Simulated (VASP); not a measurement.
# Be (Fd-3m) in VASP: further runs

The runs below take Be through relaxation of cell and atoms, with PBE.

Program: VASP 6.6.1. These are calculated values, not measurements. Logs are shortened: lines on timing, memory, paths and dates and some standing lists are left out, and cuts for length are marked.

### 1 The cell of the first run

It takes space group Fd-3m (No. 227, cubic). Conventional cell: a = 4.380 Å, b = 4.380 Å, c = 4.380 Å, α = 90.00°, β = 90.00°, γ = 90.00°. Within 2.5 Å of Be (site symmetry -43m) lie 4 Be at 1.90 Å.

### 2 Relaxation of cell and atoms, PBE, target pressure 20 GPa, at which the enthalpy is minimised

INCAR reads:

```
SYSTEM = Be
ALGO = Normal
EDIFF = 1E-6
EDIFFG = -0.01
ENCUT = 600
GGA = PE
IBRION = 2
ISIF = 3
ISMEAR = 1
LASPH = .True.
LCHARG = .False.
LREAL = .False.
LWAVE = .False.
NELM = 80
NSW = 80
PREC = Accurate
PSTRESS = 200.0
SIGMA = 0.1
```

KPOINTS reads:

```
k-points
0
Gamma
  8 8 8
  0 0 0
```

POSCAR reads:

```
Be
1.0
    0.0000000000      2.1900000000      2.1900000000
    2.1900000000      0.0000000000      2.1900000000
    2.1900000000      2.1900000000      0.0000000000
Be
2
Direct
    0.0000000000      0.0000000000      0.0000000000
    0.2500000000      0.2500000000      0.2500000000
```

Potentials or basis: VASP PAW PBE potentials, release 64 (Be).

Run with:

```bash
> cat potpaw_PBE.64/Be/POTCAR > POTCAR
> mpirun -np 1 vasp_std > vasp.out
```

OUTCAR:

```text
SYSTEM = Be
   EDIFF = 1E-6
   EDIFFG = -0.01
   ENCUT = 600
   GGA = PE
   IBRION = 2
   ISIF = 3
   ISMEAR = 1
   LASPH = .True.
   LREAL = .False.
   NELM = 80
   NSW = 80
   PREC = Accurate
   PSTRESS = 200.0

 ion  position               nearest neighbor table
   1  0.000  0.000  0.000-   2 1.90   2 1.90   2 1.90   2 1.90
   2  0.250  0.250  0.250-   1 1.90   1 1.90   1 1.90   1 1.90

  LATTYP: Found a face centered cubic cell.
 ALAT       =     4.3800000000

  Lattice vectors:

 A1 = (   0.0000000000,   2.1900000000,   2.1900000000)
 A2 = (   2.1900000000,   0.0000000000,   2.1900000000)
 A3 = (   2.1900000000,   2.1900000000,   0.0000000000)

Analysis of symmetry for initial positions (statically):
=====================================================================
 Subroutine PRICEL returns:
 Original cell was already a primitive cell.

 Routine SETGRP: Setting up the symmetry group for a
 face centered cubic supercell.

 Subroutine GETGRP returns: Found 48 space group operations
 (whereof 24 operations were pure point group operations)
 out of a pool of 48 trial point group operations.

The static configuration has the point symmetry T_d .
 The point group associated with its full space group is O_h .

Analysis of symmetry for dynamics (positions and initial velocities):
=====================================================================
 Subroutine PRICEL returns:
 Original cell was already a primitive cell.

 Routine SETGRP: Setting up the symmetry group for a
 face centered cubic supercell.

 Subroutine GETGRP returns: Found 48 space group operations
 (whereof 24 operations were pure point group operations)
 out of a pool of 48 trial point group operations.

The dynamic configuration has the point symmetry T_d .
 The point group associated with its full space group is O_h .

 Subroutine INISYM returns: Found 48 space group operations
 (whereof 24 operations are pure point group operations),
 and found     1 'primitive' translations

----------------------------------------------------------------------------------------

                                     Primitive cell

  volume of cell :      21.0069

  direct lattice vectors                    reciprocal lattice vectors
     0.000000000  2.190000000  2.190000000    -0.228310502  0.228310502  0.228310502
     2.190000000  0.000000000  2.190000000     0.228310502 -0.228310502  0.228310502
[... 91 lines left out ...]
   ISIF   =      3    stress and relaxation
   ISYM   =      2    0-nonsym 1-usesym 2-fastsym
   POTIM  = 0.5000    time-step for ionic-motion
   TEBEG  =    0.0;   TEEND  =   0.0 temperature during run
   PSTRESS=  200.0 pullay stress
   NELECT =       4.0000    total number of electrons
   NUPDOWN=      -1.0000    fix difference up-down
   EMIN   =  10.00;   EMAX   =-10.00  energy-range for DOS
   EFERMI =   0.00;   METHOD = LEGACY
   ISMEAR =     1;   SIGMA  =   0.10  broadening in eV -4-tet -1-fermi 0-gaus
   EFERMI_NEDOS =   21; number of points for ismear=-14 and -15
   IALGO  =     38    algorithm
   IMIX   =      4    mixing-type and parameters
     AMIX     =   0.40;   BMIX     =  1.00
     AMIX_MAG =   1.60;   BMIX_MAG =  1.00
  volume/ion in A,a.u.               =      10.50        70.88
  Fermi-wavevector in a.u.,A,eV,Ry     =   0.941833  1.779807 12.069048  0.887050
  Thomas-Fermi vector in A             =   2.069383
   LORBIT       =      0    0 simple, 1 ext, 2 COOP (PROOUT), +10 PAW based schemes
   GGA     = PE    functional components
   LHFCALC =     F    Hartree Fock is set to
   AEXX    =    0.0000 exact exchange contribution
   IVDW    =     0    specifies the selected vdW correction
   LEPSILON=     F    determine dielectric tensor
   LRPA    =     F    only Hartree local field effects (RPA)
 conjugate gradient relaxation of ions
 non-spin polarized calculation
 Methfessel and Paxton  Order N= 1 SIGMA  =   0.10
  energy-cutoff  :      600.00
  volume of cell :       21.01
 maximum number of plane-waves:       725
 NGX is ok and might be reduce to    28
   NGX = 13   NGY = 13   NGZ = 13

--------------------------------------- Ionic step        1  -------------------------------------------

 number of electron       4.0000000 magnetization

 Free energy of the ion-electron system (eV)
  ---------------------------------------------------
  ext. energy  EPLUGINS =         0.00000000
  ---------------------------------------------------
  free energy    TOTEN  =        -3.72344843 eV

  energy without entropy =       -3.72248029  energy(sigma->0) =       -3.72312571

------------------------ aborting loop because EDIFF is reached ----------------------------------------

  FORCE on cell =-STRESS in cart. coord.  units (eV):
  Direction    XX          YY          ZZ          XY          YZ          ZX
  --------------------------------------------------------------------------------------
  -------------------------------------------------------------------------------------
  Total        3.3870538      3.3870538      3.3870538      0.0000000     -0.0000000      0.0000000
  in kB      258.3273157    258.3273157    258.3273157      0.0000000     -0.0000000      0.0000000
  external PRESSURE =      58.3273157 kB  Pullay stress =     200.0000000 kB
[... 63 lines left out ...]
--------------------------------------- Ionic step        3  -------------------------------------------

 number of electron       4.0000000 magnetization

 Free energy of the ion-electron system (eV)
  ---------------------------------------------------
  ext. energy  EPLUGINS =         0.00000000
  ---------------------------------------------------
  free energy    TOTEN  =        -3.88127562 eV

  energy without entropy =       -3.88035649  energy(sigma->0) =       -3.88096924

 E-fermi :   3.5426     XC(G=0):  -9.4108

 val. band max:        3.3668470392   @ k =  -0.2500   0.2500   0.0000
 cond. band min:       3.5727958733   @ k =  -0.3750   0.2500   0.0000
 fundamental gap:      0.2059488341
 Fermi energy:         3.5426008401

 k-point     1 :       0.0000    0.0000    0.0000
  band No.  band energies     occupation
      1      -5.0809      2.00000
      2       9.2697      0.00000
      3       9.2697      0.00000
      4       9.2697      0.00000
      5      12.0716      0.00000
      6      12.0716      0.00000
[... 199 lines left out ...]
 k-point    24 :      -0.3750    0.2500    0.1250
  band No.  band energies     occupation
      1      -0.2753      2.00000
      2       0.1947      2.00000
      3       4.8119     -0.00000
      4       5.2730     -0.00000
      5      12.7476      0.00000
      6      15.0292      0.00000

 [... further k-points ...]
[... 5 lines left out ...]
  --------------------------------------------------------------------------------------
  -------------------------------------------------------------------------------------
  Total        2.7618026      2.7618026      2.7618026     -0.0000000     -0.0000000      0.0000000
  in kB      200.0857815    200.0857815    200.0857815     -0.0000000     -0.0000000      0.0000000
  external PRESSURE =       0.0857815 kB  Pullay stress =     200.0000000 kB
[... 21 lines left out ...]
  energy  without entropy=       -3.8803564892  energy(sigma->0) =       -3.88096924

  enthalpy is  TOTEN    =        -1.1206570785 eV   P V=        2.7606185417

 reached required accuracy - stopping structural energy minimisation
```

CONTCAR:

```text
Be
   1.00000000000000
     0.0000000000000000    2.2278485494276152    2.2278485494276148
     2.2278485494276148   -0.0000000000000000    2.2278485494276148
     2.2278485494276148    2.2278485494276152   -0.0000000000000000
  Be
     2
Direct
     0.0000000000000000    0.0000000000000000    0.0000000000000000
     0.2500000000000000    0.2500000000000000    0.2500000000000000

  0.00000000E+00  0.00000000E+00  0.00000000E+00
  0.00000000E+00  0.00000000E+00  0.00000000E+00
```

Wall time 16 s (1 thread of Intel Xeon 8259CL, shared host); peak memory 0.15 GiB.

Results:

| Quantity | Value |
| --- | --- |
| Free energy | -3.8813 eV |
| Relaxed volume | 11.06 Å³/atom |
| Relaxed cell | a = 3.151 Å, b = 3.151 Å, c = 3.151 Å, α = 60.00°, β = 60.00°, γ = 60.00° |
| Space group after relaxing (to 0.05 Å) | Fd-3m (No. 227) |
| Energy change on relaxing (the enthalpy is what falls) | -78.9 meV/atom |
| Ionic steps | 3 |
| Pressure after relaxing | 20.0 GPa |
| Band gap on the k mesh | zero (band 2 reaches 9.27 eV, above the bottom of band 3 at 1.43 eV) |

Step by step:
| step | energy change (eV) | largest force (eV/Å) | pressure (GPa) | volume (Å³) |
| --- | --- | --- | --- | --- |
| 1 | 0.0000 | 0.0000 | 25.83 | 21.01 |
| 2 | -0.1672 | 0.0000 | 19.65 | 22.19 |
| 3 | -0.1578 | 0.0000 | 20.01 | 22.12 |

Final structure:
```cif
data_structure
_symmetry_space_group_name_H-M 'P 1'
_symmetry_Int_Tables_number 1
_cell_length_a 3.1507
_cell_length_b 3.1507
_cell_length_c 3.1507
_cell_angle_alpha 60.000
_cell_angle_beta 60.000
_cell_angle_gamma 60.000
_cell_volume 22.12
loop_
_atom_site_label
_atom_site_type_symbol
_atom_site_fract_x
_atom_site_fract_y
_atom_site_fract_z
_atom_site_occupancy
Be1 Be 0.00000 0.00000 0.00000 1
Be2 Be 0.25000 0.25000 0.25000 1
```

Caveat: the cell is relaxed towards a set pressure, so the enthalpy falls and the energy may rise.

### 3 Relaxation of cell and atoms, PBE, target pressure 30 GPa, at which the enthalpy is minimised

INCAR reads:

```
SYSTEM = Be
ALGO = Normal ; EDIFF = 1E-6
EDIFFG = -0.01 ; ENCUT = 600
GGA = PE ; IBRION = 2
ISIF = 3 ; ISMEAR = 1
LASPH = .True. ; LCHARG = .False.
LREAL = .False. ; LWAVE = .False.
NELM = 100 ; NSW = 80
PREC = Accurate ; PSTRESS = 300.0
SIGMA = 0.1
```

KPOINTS is that of step 2.

POSCAR is that of step 2.

Potentials or basis: VASP PAW PBE potentials, release 64 (Be).

Run with:

```bash
> cat potpaw_PBE.64/Be/POTCAR > POTCAR
> mpirun -np 1 vasp_std > vasp.out
```

Wall time 17 s (1 thread of Intel Xeon 8259CL, shared host); peak memory 0.15 GiB.

It converged, with:

* Free energy: -3.6051 eV
* Relaxed volume: 10.16 Å³/atom
* Relaxed cell: a = 3.063 Å, b = 3.063 Å, c = 3.063 Å, α = 60.00°, β = 60.00°, γ = 60.00°
* Space group after relaxing (to 0.05 Å): Fd-3m (No. 227)
* Energy change on relaxing (the enthalpy is what falls): +59.2 meV/atom
* Ionic steps: 3
* Pressure after relaxing: 30.0 GPa
* Band gap on the k mesh: zero (band 2 reaches 10.20 eV, above the bottom of band 3 at 2.04 eV)

The path:
```
step  energy change (eV)  largest force (eV/Å)  pressure (GPa)  volume (Å³)
   1              0.0000                0.0000           25.83        21.01
   2              0.1449                0.0000           30.93        20.19
   3              0.1183                0.0000           30.01        20.33
```

Final structure:
```
Be
1.0
     0.00000    2.16611    2.16611
     2.16611    0.00000    2.16611
     2.16611    2.16611    0.00000
Be
2
Direct
  0.00000 0.00000 0.00000
  0.25000 0.25000 0.25000
```

Levels at points of the mesh, in eV from the Fermi level:
```tsv
k point	band 1	band 2	band 3	band 4	band 5	band 6
(0.00, 0.00, 0.00)	-9.06	6.04	6.04	6.04	8.93	8.93
(0.50, 0.00, 0.00)	-5.01	-4.02	3.72	3.72	10.14	10.14
(0.50, 0.50, 0.00)	-2.96	-2.96	0.55	0.55	7.75	7.75
```

Caveat: the cell is relaxed towards a set pressure, so the enthalpy falls and the energy may rise.
